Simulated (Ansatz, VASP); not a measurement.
## MgO in VASP and in Ansatz

```
Mg O
1.0
     0.00000    2.15978    2.21246
     2.15978    0.00000    2.21246
     2.15978    2.15978    0.00000
Mg O
1 1
Direct
  0.00000 0.00000 0.00000
  0.50000 0.50000 0.50000
```

Change from the starting cell: strain +0.025 along x and y, +0.050 along z, atoms carried along.

Alike in both runs: task single point; functional PBEsol; k mesh 10 × 10 × 10; occupations gaussian, width 0.05 eV; no spin polarisation.

|  | VASP | Ansatz |
| --- | --- | --- |
| version | VASP 6.6.1 | Ansatz 0.2.0 |
| potentials or method | VASP PAW PBE potentials, release 64 (Mg, O), cutoff 520 eV | scalar-relativistic, plane waves, PAW |
| valence electrons in the cell | 8 | 16 |

VASP gave:

```
gap on the k mesh at the Fermi level (eV)                     : 3.69
least direct gap on the mesh (eV)                             : 3.69
pressure (GPa)                                                : -13.1
traceless stress, the component that is largest in VASP (GPa) : -1.59
```

Task: What did Ansatz give for the same quantities?

Result: gap on the k mesh at the Fermi level (eV): 3.70; least direct gap on the mesh (eV): 3.70; pressure (GPa): -12.5; traceless stress, the component that is largest in VASP (GPa): -1.59.

VASP's potentials were made for PBE, not for PBEsol. VASP's potentials hold 8 valence electrons a cell and Ansatz's 16, so a difference there can come from the potentials and not from the codes.
